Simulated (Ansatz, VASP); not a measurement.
**AgI: VASP beside Ansatz**

```
Ag I
1.0
     0.00000    3.27909    3.27909
     3.27909    0.00000    3.27909
     3.27909    3.27909    0.00000
Ag I
1 1
Direct
  0.00000 0.00000 0.00000
  0.25000 0.25000 0.25000
```

Alike in both runs: task single point; functional r2SCAN; k mesh 5 × 5 × 5; no spin polarisation.

|  | VASP | Ansatz |
| --- | --- | --- |
| version | VASP 6.6.1 | Ansatz 0.2.0 |
| potentials or method | VASP PAW PBE potentials, release 64 (Ag, I), cutoff 550 eV | plane waves, PAW |
| occupations | gaussian, width 0.01 eV | fixed |
| valence electrons in the cell | 18 | 36 |

VASP gave:

```
pressure (GPa) : 0.2
```

Question: What did Ansatz give for the same quantities?

Answer: Pressure (GPa): 0.3.

VASP's potentials were made for PBE, not for r2SCAN. VASP's potentials hold 18 valence electrons a cell and Ansatz's 36, so a difference there can come from the potentials and not from the codes.

Neither program's run includes spin-orbit coupling.
